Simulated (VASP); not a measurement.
A run of VASP 6.6.1 is set up as follows.

The input POSCAR:

```
CsH
1.0
   -0.1594000000      3.1880000000      3.1880000000
    3.0286000000      0.0000000000      3.0286000000
    3.1880000000      3.1880000000     -0.1594000000
Cs H
1 1
Direct
    0.0000000000      0.0000000000      0.0000000000
    0.5000000000      0.5000000000      0.5000000000
```

The input INCAR.step1:

```
SYSTEM = CsH
  PREC = Accurate
  ENCUT = 520
  ISMEAR = 0
  SIGMA = 0.05
  LREAL = .FALSE.
  LASPH = .TRUE.
  NELM = 100
  NBANDS = 12
  GGA = PE
  ALGO = Normal
  EDIFF = 1E-4
  LWAVE = .TRUE.
  LCHARG = .FALSE.
```

File INCAR.step2:

```
SYSTEM = CsH
  PREC = Accurate
  ENCUT = 520
  EDIFF = 1E-7
  ISMEAR = 0
  SIGMA = 0.05
  LREAL = .FALSE.
  LASPH = .TRUE.
  NELM = 100
  ALGO = Normal
  ISIF = 2
  LWAVE = .FALSE.
  LCHARG = .TRUE.
  METAGGA = R2SCAN
  LMIXTAU = .TRUE.
  LELF = .TRUE.
  LVHAR = .TRUE.
  NBANDS = 12
  ISTART = 1
```

Contents of KPOINTS:

```
Automatic mesh
0
G
  6 6 6
  0 0 0
```

Potentials or basis: VASP PAW PBE potentials, release 64 (Cs_sv, H).

Launch:

```console
$ cat potpaw_PBE.64/Cs_sv/POTCAR potpaw_PBE.64/H/POTCAR > POTCAR
$ cp INCAR.step1 INCAR
$ mpirun -np 1 vasp_std > vasp.out
$ cp INCAR.step2 INCAR
$ mpirun -np 1 vasp_std > vasp.out
```

Q: What does it give for the pressure?

A: 0.0 GPa.

Q: Estimate the band gap on the k mesh.

A: 2.63 eV (least direct gap 2.64 eV).

Stress tensor (GPa, compression positive):
```
 0.04  0.00  0.49
 0.00 -0.02  0.00
 0.49  0.00  0.04
```

Caveat: the cell differs from its parent crystal (strain -0.1000 x Voigt [0, 0, 0, 0, 1, 0]); the PAW data sets were made with another functional, which shifts forces and pressure a little; spin-orbit coupling is left out, which moves the levels of the heavy elements. A k mesh can miss the band edges.
